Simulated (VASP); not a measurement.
# CdSiP2 (I-42d) in VASP: band structure with LDA

Aim: the band structure of CdSiP2 with LDA.

Everything below comes from runs of VASP 6.6.1. Logs are shortened: lines on timing, memory, paths and dates and some standing lists are left out, and cuts for length are marked.

**1. The cell of the first run**

The structure is tetragonal, space group I-42d (No. 122). Conventional cell: a = 5.687 Å, b = 5.687 Å, c = 10.497 Å, α = 90.00°, β = 90.00°, γ = 90.00°. Within 3.4 Å of Cd (site symmetry -4) lie 4 P at 2.57 Å. Within 3.0 Å of P (site symmetry 2) lie 2 Si at 2.25 Å and 2 Cd at 2.57 Å. Within 3.0 Å of Si (site symmetry -4) lie 4 P at 2.25 Å.

**2. Band structure, LDA, non-collinear spin, zero start, spin-orbit coupling**

POSCAR

```
CdSiP2
1.0
   -2.8436137418      2.8436137418      5.2485579018
    2.8436137418     -2.8436137418      5.2485579018
    2.8436137418      2.8436137418     -5.2485579018
Cd P Si
2 4 2
Direct
    0.0000000000      0.0000000000      0.0000000000
    0.7500000000      0.2500000000      0.5000000000
    0.5781283000      0.1250000000      0.9531283000
    0.3750000000      0.4218717000      0.5468717000
    0.1718717000      0.6250000000      0.0468717000
    0.8750000000      0.8281283000      0.4531283000
    0.2500000000      0.7500000000      0.5000000000
    0.5000000000      0.5000000000      0.0000000000
```

INCAR.step1

```
ALGO = Normal ; EDIFF = 1E-6
EFERMI = MIDGAP ; ENCUT = 320
GGA = CA ; GGA_COMPAT = False
ISMEAR = 0 ; KPAR = 8
LASPH = True ; LCHARG = True
LORBIT = 11 ; LREAL = False
LSORBIT = True ; LWAVE = False
MAGMOM = 0 0 0 0 0 0 0 0 0 0 0 0 0 0 0 0 0 0 0 0 0 0 0 0 ; NBANDS = 88
NELM = 200 ; PREC = Accurate
SIGMA = 0.03
```

KPOINTS.step1

```
Automatic mesh
0
Gamma
  5 5 5
  0 0 0
```

INCAR.step2

```
ALGO = Normal ; EDIFF = 1E-6
EFERMI = MIDGAP ; ENCUT = 320
GGA = CA ; GGA_COMPAT = False
ICHARG = 11 ; ISMEAR = 0
KPAR = 8 ; LASPH = True
LCHARG = False ; LORBIT = 11
LREAL = False ; LSORBIT = True
LWAVE = False ; MAGMOM = 0 0 0 0 0 0 0 0 0 0 0 0 0 0 0 0 0 0 0 0 0 0 0 0
NBANDS = 88 ; NELM = 200
PREC = Accurate ; SIGMA = 0.03
```

KPOINTS.step2

```
path GXYSGZS1NPY1Z,XP
12
line-mode
reciprocal
 0.0000000000  0.0000000000  0.0000000000  G
 0.0000000000  0.0000000000  0.5000000000  X

 0.0000000000  0.0000000000  0.5000000000  X
-0.1467679498  0.1467679498  0.5000000000  Y

-0.1467679498  0.1467679498  0.5000000000  Y
-0.3233839749  0.3233839749  0.3233839749  S

-0.3233839749  0.3233839749  0.3233839749  S
 0.0000000000  0.0000000000  0.0000000000  G

 0.0000000000  0.0000000000  0.0000000000  G
 0.5000000000  0.5000000000 -0.5000000000  Z

 0.5000000000  0.5000000000 -0.5000000000  Z
 0.3233839749  0.6766160251 -0.3233839749  S1

 0.3233839749  0.6766160251 -0.3233839749  S1
 0.0000000000  0.5000000000  0.0000000000  N

 0.0000000000  0.5000000000  0.0000000000  N
 0.2500000000  0.2500000000  0.2500000000  P

 0.2500000000  0.2500000000  0.2500000000  P
 0.5000000000  0.5000000000 -0.1467679498  Y1

 0.5000000000  0.5000000000 -0.1467679498  Y1
 0.5000000000  0.5000000000 -0.5000000000  Z

 0.0000000000  0.0000000000  0.5000000000  X
 0.2500000000  0.2500000000  0.2500000000  P
```

Potentials or basis: VASP PAW LDA potentials, release 64 (Cd, P, Si).

Launch:

```
$ cat potpaw_LDA.64/Cd/POTCAR potpaw_LDA.64/P/POTCAR potpaw_LDA.64/Si/POTCAR > POTCAR
$ cp INCAR.step1 INCAR
$ cp KPOINTS.step1 KPOINTS
$ mpirun -np 8 vasp_ncl > vasp.out
$ cp INCAR.step2 INCAR
$ cp KPOINTS.step2 KPOINTS
$ mpirun -np 8 vasp_ncl > vasp.out
```

OUTCAR:

```text
EDIFF = 1E-6
   EFERMI = MIDGAP
   ENCUT = 320
   GGA = CA
   ICHARG = 11
   ISMEAR = 0
   LASPH = True
   LORBIT = 11
   LREAL = False
   LSORBIT = True
   NELM = 200
   PREC = Accurate

 Generated    12 points on each line segment, for a total of    132 k-points:

 Following reciprocal coordinates:
            Coordinates               Weight
  0.000000  0.000000  0.000000      0.007576
  0.000000  0.000000  0.045455      0.007576
  0.000000  0.000000  0.090909      0.007576
  0.000000  0.000000  0.136364      0.007576
  0.000000  0.000000  0.181818      0.007576
  0.000000  0.000000  0.227273      0.007576
   k-points           NKPTS =    132   k-points in BZ     NKDIM =    132   number of bands    NBANDS=     88
   number of dos      NEDOS =    301   number of ions     NIONS =      8
   total plane-waves  NPLWV =  64000
   dimension x,y,z NGX =    40 NGY =   40 NGZ =   40
   dimension x,y,z NGXF=    80 NGYF=   80 NGZF=   80
   ions per type =               2   4   2
   NGX,Y,Z   is equivalent  to a cutoff of  10.06, 10.06, 10.06 a.u.
   NGXF,Y,Z  is equivalent  to a cutoff of  20.11, 20.11, 20.11 a.u.
 SYSTEM =  unknown system
   PREC   = accura    normal or accurate (medium, high low for compatibility)
   ISTART =      0    job   : 0-new  1-cont  2-samecut
   ICHARG =     11    charge: 1-file 2-atom 10-const
   ISPIN  =      1    spin polarized calculation?
   LNONCOLLINEAR =      T non collinear calculations
   LSORBIT =      T    spin-orbit coupling
   LASPH  =      T    aspherical Exc in radial PAW
   ENCUT  =  320.0 eV  23.52 Ry    4.85 a.u.   9.64  9.64  9.64*2*pi/ulx,y,z
   NELM   =    200;   NELMIN=  2; NELMDL=  0     # of ELM steps
   EDIFF  = 0.1E-05   stopping-criterion for ELM
   LREAL  =      F    real-space projection
[... 7 lines left out ...]
   TEBEG  =    0.0;   TEEND  =   0.0 temperature during run

   SCALEE = 1.0000    scale energy and forces
   PSTRESS=    0.0 pullay stress
   NELECT =      52.0000    total number of electrons
   NUPDOWN=      -1.0000    fix difference up-down
   EMIN   =  10.00;   EMAX   =-10.00  energy-range for DOS
   EFERMI =   0.00;   METHOD = MIDGAP
   ISMEAR =     0;   SIGMA  =   0.03  broadening in eV -4-tet -1-fermi 0-gaus
   EFERMI_NEDOS =   21; number of points for ismear=-14 and -15
   IALGO  =     38    algorithm
   IMIX   =      4    mixing-type and parameters
     AMIX     =   0.40;   BMIX     =  1.00
     AMIX_MAG =   1.60;   BMIX_MAG =  1.00
  volume/ion in A,a.u.               =      21.22       143.20
  Fermi-wavevector in a.u.,A,eV,Ry     =   1.103559  2.085424 16.569752  1.217842
  Thomas-Fermi vector in A             =   2.240019
   LORBIT       =     11    0 simple, 1 ext, 2 COOP (PROOUT), +10 PAW based schemes
   GGA     = CA    functional components
   LHFCALC =     F    Hartree Fock is set to
   AEXX    =    0.0000 exact exchange contribution
   IVDW    =     0    specifies the selected vdW correction
   LEPSILON=     F    determine dielectric tensor
   LRPA    =     F    only Hartree local field effects (RPA)

   CSHIFT  =0.1000    complex shift for real part using Kramers Kronig

   OMEGAMAX=  -1.0    maximum frequency
 Gauss-broadening in eV      SIGMA  =   0.03
  energy-cutoff  :      320.00
  volume of cell :      169.76
 maximum number of plane-waves:      4534
 NGX is ok and might be reduce to    40

 number of electron      52.0000024 magnetization      -0.0000000      0.0000000      0.0000000

 Free energy of the ion-electron system (eV)
  ---------------------------------------------------
  ext. energy  EPLUGINS =         0.00000000
  ---------------------------------------------------
  free energy    TOTEN  =       -39.84948454 eV

  energy without entropy =      -39.84948454  energy(sigma->0) =      -39.84948454

 E-fermi :   4.5056     XC(G=0):  -9.9020

 val. band max:        3.8771368714   @ k =   0.0000   0.0000   0.0000
 cond. band min:       5.1340679501   @ k =   0.0000   0.0000   0.0000
 fundamental gap:      1.2569310787
 Fermi energy:         4.5056024107

 k-point     1 :       0.0000    0.0000    0.0000
  band No.  band energies     occupation
      1      -8.7825      1.00000
      2      -8.7825      1.00000
      3      -6.2805      1.00000
      4      -6.2805      1.00000
      5      -6.2701      1.00000
      6      -6.2701      1.00000
[... 391 lines left out ...]
     63       7.8307      0.00000
     64       7.8419      0.00000

 [... further k-points ...]

 [bands above 64 left out]

------------------------ aborting loop because EDIFF is reached ----------------------------------------

  FORCE on cell =-STRESS in cart. coord.  units (eV):
  Direction    XX          YY          ZZ          XY          YZ          ZX
  --------------------------------------------------------------------------------------
  -------------------------------------------------------------------------------------
  Total       -1.9445276     -1.9445276     -0.7374904      0.0000000      0.0000000     -0.0000000
  in kB      -18.3520047    -18.3520047     -6.9602646      0.0000000      0.0000000     -0.0000000
  external PRESSURE =     -14.5547580 kB  Pullay stress =       0.0000000 kB

 VOLUME and BASIS-vectors are now :
 -----------------------------------------------------------------------------
  energy-cutoff  :      320.00
  volume of cell :      169.76
      direct lattice vectors                 reciprocal lattice vectors
    -2.843613742  2.843613742  5.248557902     0.000000000  0.175832601  0.095264263
     2.843613742 -2.843613742  5.248557902     0.175832601  0.000000000  0.095264263
     2.843613742  2.843613742 -5.248557902     0.175832601  0.175832601  0.000000000

 POSITION                                       TOTAL-FORCE (eV/Angst)
 -----------------------------------------------------------------------------------
      0.00000      0.00000      0.00000        -0.000000      0.000000     -0.000000
      0.00000      2.84361      2.62428        -0.000000      0.000000     -0.000000
      1.42181      3.99885     -1.31214        -0.000000      0.151362      0.000000
      1.68838      1.42181      1.31214        -0.151362      0.000000      0.000000
      1.42181     -1.15524      3.93642        -0.000000     -0.151362      0.000000
      1.15524      1.42181      6.56070         0.151362      0.000000      0.000000
      2.84361      0.00000      2.62428        -0.000000      0.000000      0.000000
      0.00000      0.00000      5.24856        -0.000000      0.000000     -0.000000
 -----------------------------------------------------------------------------------
    total drift:                                0.000001      0.000001      0.000000

  FREE ENERGIE OF THE ION-ELECTRON SYSTEM (eV)
  ---------------------------------------------------
  free  energy   TOTEN  =       -39.8494845396 eV

  energy  without entropy=      -39.8494845396  energy(sigma->0) =      -39.84948454

 Spin-Orbit-Coupling matrix elements

 Ion:    1  E_soc:     -0.0643891
 l=   1
     0.0000000    -0.0031725    -0.0034541
    -0.0031725     0.0000000    -0.0031725
    -0.0034541    -0.0031725     0.0000000
 l=   2
     0.0000000    -0.0015438     0.0000000    -0.0015438    -0.0059384
    -0.0015438     0.0000000    -0.0044484    -0.0015253    -0.0014737
     0.0000000    -0.0044484     0.0000000    -0.0044484     0.0000000
    -0.0015438    -0.0015253    -0.0044484     0.0000000    -0.0014737
    -0.0059384    -0.0014737     0.0000000    -0.0014737     0.0000000
 l=   3
     0.0000000     0.0000000     0.0000000     0.0000000     0.0000000     0.0000000     0.0000000
     0.0000000     0.0000000     0.0000000     0.0000000     0.0000000     0.0000000     0.0000000
     0.0000000     0.0000000     0.0000000     0.0000000     0.0000000     0.0000000     0.0000000
     0.0000000     0.0000000     0.0000000     0.0000000     0.0000000     0.0000000     0.0000000
     0.0000000     0.0000000     0.0000000     0.0000000     0.0000000     0.0000000     0.0000000
     0.0000000     0.0000000     0.0000000     0.0000000     0.0000000     0.0000000     0.0000000
     0.0000000     0.0000000     0.0000000     0.0000000     0.0000000     0.0000000     0.0000000

 Ion:    2  E_soc:     -0.0643891
 l=   1
     0.0000000    -0.0031725    -0.0034541
    -0.0031725     0.0000000    -0.0031725
    -0.0034541    -0.0031725     0.0000000
 l=   2
     0.0000000    -0.0015438     0.0000000    -0.0015438    -0.0059384
    -0.0015438     0.0000000    -0.0044484    -0.0015253    -0.0014737
     0.0000000    -0.0044484     0.0000000    -0.0044484     0.0000000
    -0.0015438    -0.0015253    -0.0044484     0.0000000    -0.0014737
    -0.0059384    -0.0014737     0.0000000    -0.0014737     0.0000000
 l=   3
     0.0000000     0.0000000     0.0000000     0.0000000     0.0000000     0.0000000     0.0000000
     0.0000000     0.0000000     0.0000000     0.0000000     0.0000000     0.0000000     0.0000000
     0.0000000     0.0000000     0.0000000     0.0000000     0.0000000     0.0000000     0.0000000
     0.0000000     0.0000000     0.0000000     0.0000000     0.0000000     0.0000000     0.0000000
     0.0000000     0.0000000     0.0000000     0.0000000     0.0000000     0.0000000     0.0000000
     0.0000000     0.0000000     0.0000000     0.0000000     0.0000000     0.0000000     0.0000000
     0.0000000     0.0000000     0.0000000     0.0000000     0.0000000     0.0000000     0.0000000
[... 101 lines left out ...]
 Ion:    8  E_soc:     -0.0003392
 l=   1
     0.0000000    -0.0000566    -0.0000563
    -0.0000566     0.0000000    -0.0000566
    -0.0000563    -0.0000566     0.0000000
 l=   2
     0.0000000     0.0000000     0.0000000     0.0000000     0.0000000
     0.0000000     0.0000000     0.0000000     0.0000000     0.0000000
     0.0000000     0.0000000     0.0000000     0.0000000     0.0000000
     0.0000000     0.0000000     0.0000000     0.0000000     0.0000000
     0.0000000     0.0000000     0.0000000     0.0000000     0.0000000
 l=   3
     0.0000000     0.0000000     0.0000000     0.0000000     0.0000000     0.0000000     0.0000000
     0.0000000     0.0000000     0.0000000     0.0000000     0.0000000     0.0000000     0.0000000
     0.0000000     0.0000000     0.0000000     0.0000000     0.0000000     0.0000000     0.0000000
     0.0000000     0.0000000     0.0000000     0.0000000     0.0000000     0.0000000     0.0000000
     0.0000000     0.0000000     0.0000000     0.0000000     0.0000000     0.0000000     0.0000000
     0.0000000     0.0000000     0.0000000     0.0000000     0.0000000     0.0000000     0.0000000
     0.0000000     0.0000000     0.0000000     0.0000000     0.0000000     0.0000000     0.0000000

 total charge

# of ion       s       p       d       tot
------------------------------------------
    1        0.471   0.386   9.480  10.337
    2        0.471   0.386   9.480  10.337
    3        1.023   1.538   0.000   2.561
    4        1.023   1.538   0.000   2.561
    5        1.023   1.538   0.000   2.561
    6        1.023   1.538   0.000   2.561
    7        0.738   0.882   0.000   1.620
    8        0.738   0.882   0.000   1.620
--------------------------------------------------
tot          6.512   8.686  18.961  34.158

 magnetization (x)

# of ion       s       p       d       tot
------------------------------------------
    1        0.000   0.000   0.000   0.000
    2       -0.000   0.000   0.000   0.000
    3       -0.000   0.000   0.000   0.000
    4        0.000   0.000   0.000   0.000
    5        0.000  -0.000   0.000   0.000
    6       -0.000  -0.000   0.000  -0.000
    7        0.000  -0.000   0.000   0.000
    8        0.000  -0.000   0.000  -0.000
--------------------------------------------------
tot         -0.000   0.000   0.000   0.000

 magnetization (y)

# of ion       s       p       d       tot
------------------------------------------
    1        0.000   0.000   0.000   0.000
    2        0.000  -0.000   0.000  -0.000
    3        0.000   0.000   0.000   0.000
    4       -0.000   0.000   0.000  -0.000
    5       -0.000  -0.000   0.000  -0.000
    6        0.000  -0.000   0.000   0.000
    7        0.000   0.000   0.000   0.000
    8       -0.000   0.000   0.000   0.000
--------------------------------------------------
tot          0.000  -0.000   0.000   0.000

 magnetization (z)

# of ion       s       p       d       tot
------------------------------------------
    1        0.000   0.000  -0.000  -0.000
    2       -0.000  -0.000   0.000   0.000
    3       -0.000  -0.000   0.000  -0.000
    4       -0.000  -0.000   0.000  -0.000
    5        0.000   0.000   0.000   0.000
    6        0.000   0.000   0.000   0.000
    7       -0.000   0.000   0.000  -0.000
    8        0.000  -0.000   0.000   0.000
--------------------------------------------------
tot          0.000   0.000   0.000   0.000
```

It took 2.9 min on 8 MPI ranks of Intel Xeon 6975P-C (Granite Rapids), shared host; peak memory 1.2 GiB.

What came out:

| Item | Value |
| --- | --- |
| Net moment | 0.00 μB per cell |

Moments on the atoms (μB; x, y, z):
```
Cd  0.00 0.00 0.00
Cd  0.00 0.00 0.00
P   0.00 0.00 0.00
P   0.00 0.00 0.00
P   0.00 0.00 0.00
P   0.00 0.00 0.00
Si  0.00 0.00 0.00
Si  0.00 0.00 0.00
```

Caveat: the cutoff is under 1.25 times the usual one of these potentials, so pressure, stress and relaxed cells hold a basis-set (Pulay) error; the log is that of the step along the path at fixed density, whose energy, stress, charges and moments have no meaning.
